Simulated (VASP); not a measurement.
# GaP (F-43m) in VASP: single point with HSE06

Aim: the single point of GaP with HSE06.

Program: VASP 6.6.1. These are calculated values, not measurements. Logs are shortened: lines on timing, memory, paths and dates and some standing lists are left out, and cuts for length are marked.

## (1) The cell of the first run

The structure is cubic, space group F-43m (No. 216). The conventional cell has a = 5.520 Å, b = 5.520 Å, c = 5.520 Å, α = 90.00°, β = 90.00°, γ = 90.00°. Ga (site symmetry -43m) has 4 P at 2.39 Å within 3.2 Å. Within 3.2 Å of P (site symmetry -43m) lie 4 Ga at 2.39 Å.

## (2) Single point, HSE06

POSCAR reads:

```
GaP
1.0
    0.0000000000      2.7598497568      2.7598497568
    2.7598497568      0.0000000000      2.7598497568
    2.7598497568      2.7598497568      0.0000000000
Ga P
1 1
Direct
    0.0000000000      0.0000000000      0.0000000000
    0.2500000000      0.2500000000      0.2500000000
```

INCAR.step1 reads:

```
SYSTEM = GaP
ALGO = Normal
EDIFF = 1E-5
ENCUT = 400
GGA = PE
GGA_COMPAT = .FALSE.
ISIF = 2
ISMEAR = 0
LASPH = .TRUE.
LREAL = .FALSE.
LWAVE = .TRUE.
NBANDS = 16
NELM = 120
PREC = Accurate
SIGMA = 0.05
```

INCAR.step2 reads:

```
SYSTEM = GaP
ALGO = Normal
EDIFF = 1E-6
ENCUT = 400
GGA = PE
GGA_COMPAT = .FALSE.
HFSCREEN = 0.2079
ISIF = 2
ISMEAR = 0
ISTART = 1
LASPH = .TRUE.
LCHARG = .TRUE.
LELF = .TRUE.
LHFCALC = .TRUE.
LREAL = .FALSE.
LVHAR = .TRUE.
LWAVE = .FALSE.
NBANDS = 16
NELM = 120
PREC = Accurate
PRECFOCK = Normal
SIGMA = 0.05
```

KPOINTS reads:

```
k-points
0
G
  6 6 6
  0 0 0
```

Potentials or basis: VASP PAW PBE potentials, release 64 (Ga_d, P).

Run with:

```console
cat potpaw_PBE.64/Ga_d/POTCAR potpaw_PBE.64/P/POTCAR > POTCAR
cp INCAR.step1 INCAR
mpirun -np 1 vasp_std > vasp.out
cp INCAR.step2 INCAR
mpirun -np 1 vasp_std > vasp.out
```

OUTCAR:

```text
SYSTEM = GaP
   EDIFF = 1E-6
   ENCUT = 400
   GGA = PE
   HFSCREEN = 0.2079
   ISIF = 2
   ISMEAR = 0
   ISTART = 1
   LASPH = .TRUE.
   LHFCALC = .TRUE.
   LREAL = .FALSE.
   NELM = 120
   PREC = Accurate
   PRECFOCK = Normal

 ion  position               nearest neighbor table
   1  0.000  0.000  0.000-   2 2.39   2 2.39   2 2.39   2 2.39
   2  0.250  0.250  0.250-   1 2.39   1 2.39   1 2.39   1 2.39

  LATTYP: Found a face centered cubic cell.
 ALAT       =     5.5196995136

  Lattice vectors:

 A1 = (   0.0000000000,   2.7598497568,   2.7598497568)
 A2 = (   2.7598497568,   0.0000000000,   2.7598497568)
 A3 = (   2.7598497568,   2.7598497568,   0.0000000000)

Analysis of symmetry for initial positions (statically):
=====================================================================
 Subroutine PRICEL returns:
 Original cell was already a primitive cell.

 Routine SETGRP: Setting up the symmetry group for a
 face centered cubic supercell.

 Subroutine GETGRP returns: Found 24 space group operations
 (whereof 24 operations were pure point group operations)
 out of a pool of 48 trial point group operations.

The static configuration has the point symmetry T_d .

Analysis of symmetry for dynamics (positions and initial velocities):
=====================================================================
 Subroutine PRICEL returns:
 Original cell was already a primitive cell.

 Routine SETGRP: Setting up the symmetry group for a
 face centered cubic supercell.

 Subroutine GETGRP returns: Found 24 space group operations
 (whereof 24 operations were pure point group operations)
 out of a pool of 48 trial point group operations.

The dynamic configuration has the point symmetry T_d .

 Subroutine INISYM returns: Found 24 space group operations
 (whereof 24 operations are pure point group operations),
 and found     1 'primitive' translations

----------------------------------------------------------------------------------------

                                     Primitive cell

  volume of cell :      42.0423

  direct lattice vectors                    reciprocal lattice vectors
     0.000000000  2.759849757  2.759849757    -0.181169282  0.181169282  0.181169282
     2.759849757  0.000000000  2.759849757     0.181169282 -0.181169282  0.181169282
     2.759849757  2.759849757  0.000000000     0.181169282  0.181169282 -0.181169282

  length of vectors
[... 81 lines left out ...]
   POTIM  = 0.5000    time-step for ionic-motion
   TEBEG  =    0.0;   TEEND  =   0.0 temperature during run
   PSTRESS=    0.0 pullay stress
   NELECT =      18.0000    total number of electrons
   NUPDOWN=      -1.0000    fix difference up-down
   EMIN   =  10.00;   EMAX   =-10.00  energy-range for DOS
   EFERMI =   0.00;   METHOD = LEGACY
   ISMEAR =     0;   SIGMA  =   0.05  broadening in eV -4-tet -1-fermi 0-gaus
   EFERMI_NEDOS =   21; number of points for ismear=-14 and -15
   IALGO  =     38    algorithm
   IMIX   =      1    mixing-type and parameters
     AMIX     =   0.40;   BMIX     =  1.00
     AMIX_MAG =   1.60;   BMIX_MAG =  1.00
  volume/ion in A,a.u.               =      21.02       141.86
  Fermi-wavevector in a.u.,A,eV,Ry     =   1.233872  2.331681 20.714067  1.522441
  Thomas-Fermi vector in A             =   2.368585
   LORBIT       =      0    0 simple, 1 ext, 2 COOP (PROOUT), +10 PAW based schemes
   GGA     = PE    functional components
   LHFCALC =     T    Hartree Fock is set to
   PRECFOCK=normal    Normal, Fast or Accurate (Low or Medium for compatibility)
   ENCUT4O =  -1.0   cutoff for four orbital integrals eV
   NKREDX  =     1    reduce k-point grid by
   NKREDY  =     1    reduce k-point grid by
   NKREDZ  =     1    reduce k-point grid by
   AEXX    =    0.2500 exact exchange contribution
   HFSCREEN=    0.2079 screening length (either q_TF or 0.3 A-1)
   HFSCREENC=   0.2079 screening length for correlation (either q_TF or 0.3 A-1)
   ENCUTFOCK=  -1.0 apply spherical cutoff to Coloumb kernel
   IVDW    =     0    specifies the selected vdW correction
   LEPSILON=     F    determine dielectric tensor
   LRPA    =     F    only Hartree local field effects (RPA)
 non-spin polarized calculation
 Gauss-broadening in eV      SIGMA  =   0.05
  energy-cutoff  :      400.00
  volume of cell :       42.04
 maximum number of plane-waves:       778
 NGX is ok and might be reduce to    28
  NGX = 20; NGY = 20; NGZ = 20

 number of electron      18.0000006 magnetization

 Free energy of the ion-electron system (eV)
  ---------------------------------------------------
  ext. energy  EPLUGINS =         0.00000000
  ---------------------------------------------------
  free energy    TOTEN  =       -10.76668610 eV

  energy without entropy =      -10.76668610  energy(sigma->0) =      -10.76668610

 E-fermi :   4.0660     XC(G=0):  -8.0229

 val. band max:        3.8422683727   @ k =   0.0000   0.0000   0.0000
 cond. band min:       6.2091406637   @ k =   0.5000   0.5000   0.0000
 fundamental gap:      2.3668722910
 Fermi energy:         4.0660445385

 k-point     1 :       0.0000    0.0000    0.0000
  band No.  band energies     occupation
      1     -13.1708      2.00000
      2     -13.1708      2.00000
      3     -13.1708      2.00000
      4     -13.0802      2.00000
      5     -13.0802      2.00000
      6      -9.6434      2.00000
[... 281 lines left out ...]
      3     -13.1209      2.00000
      4     -13.0969      2.00000
      5     -13.0702      2.00000
      6      -6.5599      2.00000
[... 8 lines left out ...]
     15      16.9389      0.00000
     16      18.6250      0.00000

------------------------ aborting loop because EDIFF is reached ----------------------------------------

  FORCE on cell =-STRESS in cart. coord.  units (eV):
  Direction    XX          YY          ZZ          XY          YZ          ZX
  --------------------------------------------------------------------------------------
  -------------------------------------------------------------------------------------
  Total       -0.7347225     -0.7347225     -0.7347225      0.0000000     -0.0000000     -0.0000000
  in kB      -27.9993294    -27.9993294    -27.9993294      0.0000000     -0.0000000     -0.0000000
  external PRESSURE =     -27.9993294 kB  Pullay stress =       0.0000000 kB

 VOLUME and BASIS-vectors are now :
 -----------------------------------------------------------------------------
  energy-cutoff  :      400.00
  volume of cell :       42.04
      direct lattice vectors                 reciprocal lattice vectors
     0.000000000  2.759849757  2.759849757    -0.181169282  0.181169282  0.181169282
     2.759849757  0.000000000  2.759849757     0.181169282 -0.181169282  0.181169282
     2.759849757  2.759849757  0.000000000     0.181169282  0.181169282 -0.181169282

 POSITION                                       TOTAL-FORCE (eV/Angst)
 -----------------------------------------------------------------------------------
      0.00000      0.00000      0.00000         0.000000     -0.000000      0.000000
      1.37992      1.37992      1.37992        -0.000000      0.000000     -0.000000
 -----------------------------------------------------------------------------------
    total drift:                                0.000047      0.000042      0.000028

  FREE ENERGIE OF THE ION-ELECTRON SYSTEM (eV)
  ---------------------------------------------------
  free  energy   TOTEN  =       -10.7666861007 eV

  energy  without entropy=      -10.7666861007  energy(sigma->0) =      -10.76668610
```

OSZICAR.step1:

```text
N       E                     dE             d eps       ncg     rms          rms(c)
DAV:   1     0.725726837011E+02    0.72573E+02   -0.79082E+03   520   0.138E+03
DAV:   2    -0.388745724712E+01   -0.76460E+02   -0.72834E+02   584   0.276E+02
DAV:   3    -0.929046725322E+01   -0.54030E+01   -0.53892E+01   648   0.600E+01
DAV:   4    -0.937139340594E+01   -0.80926E-01   -0.80913E-01   624   0.803E+00
DAV:   5    -0.937283091444E+01   -0.14375E-02   -0.14375E-02   656   0.910E-01    0.407E+00
DAV:   6    -0.913390973937E+01    0.23892E+00   -0.38018E-01   800   0.100E+01    0.268E+00
DAV:   7    -0.910935731780E+01    0.24552E-01   -0.89145E-02   688   0.192E+00    0.109E+00
DAV:   8    -0.910980329997E+01   -0.44598E-03   -0.13168E-02   568   0.136E+00    0.170E-01
DAV:   9    -0.911022220747E+01   -0.41891E-03   -0.13414E-03   656   0.513E-01    0.849E-02
DAV:  10    -0.911030136991E+01   -0.79162E-04   -0.11394E-04   720   0.107E-01    0.440E-02
DAV:  11    -0.911037804901E+01   -0.76679E-04   -0.10643E-04   584   0.860E-02    0.528E-03
DAV:  12    -0.911037760348E+01    0.44553E-06   -0.28106E-06   464   0.218E-02
   1 F= -.91103776E+01 E0= -.91103776E+01  d E =-.886069E-11
```

Wall time 34 min (1 thread of Intel Xeon Platinum 8375C at 2.90GHz (Ice Lake), shared host); peak memory 0.26 GiB.

Results:

```
Free energy            : -10.7667 eV
Pressure               : -2.8 GPa
Band gap on the k mesh : 2.37 eV (least direct gap 2.45 eV)
```

Caveat: the PAW data sets were made with another functional, which shifts forces and pressure a little. A k mesh can miss the band edges.
